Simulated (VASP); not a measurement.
Input of a VASP 6.6.1 run:

File INCAR:

```
SYSTEM = V
PREC = Accurate
ENCUT = 600
EDIFF = 1E-6
ISMEAR = -1
SIGMA = 0.1
LREAL = .False.
LASPH = .True.
NELM = 100
ALGO = Normal
ISIF = 3
LWAVE = .False.
LCHARG = .False.
GGA = PE
IBRION = 2
NSW = 60
EDIFFG = -0.005
PSTRESS = -1.7999999999999998
```

Contents of KPOINTS:

```
regular mesh
0
Gamma
  16 16 16
  0 0 0
```

File POSCAR:

```
V
1.0
    2.4425520642      0.0000000000      0.0000000000
    0.0000000000      2.4425520642      0.0000000000
    0.0000000000      0.0000000000      2.4425520642
V
1
Direct
    0.0000000000      0.0000000000      0.0000000000
```

Potentials or basis: VASP PAW PBE potentials, release 64 (V_sv).

The run is started by

```bash
$ cat potpaw_PBE.64/V_sv/POTCAR > POTCAR
$ mpirun -np 1 vasp_std > vasp.out
```

**Question.** Estimate the relaxed cell.

**Answer.** a = 2.453 Å, b = 2.453 Å, c = 2.453 Å, α = 90.00°, β = 90.00°, γ = 90.00°.

**Question.** Estimate the space group after relaxing (to 0.05 Å).

**Answer.** Pm-3m (No. 221).

**Question.** Estimate the relaxed volume.

**Answer.** 14.77 Å³/atom.

The path:
| step | energy change (eV) | largest force (eV/Å) | pressure (GPa) | volume (Å³) |
| --- | --- | --- | --- | --- |
| 1 | 0.0000 | 0.0000 | 1.66 | 14.57 |
| 2 | 0.0000 | 0.0000 | -1.64 | 14.93 |
| 3 | -0.0009 | 0.0000 | -0.16 | 14.77 |

Caveat: the cell is relaxed towards a set pressure, so the enthalpy falls and the energy may rise.
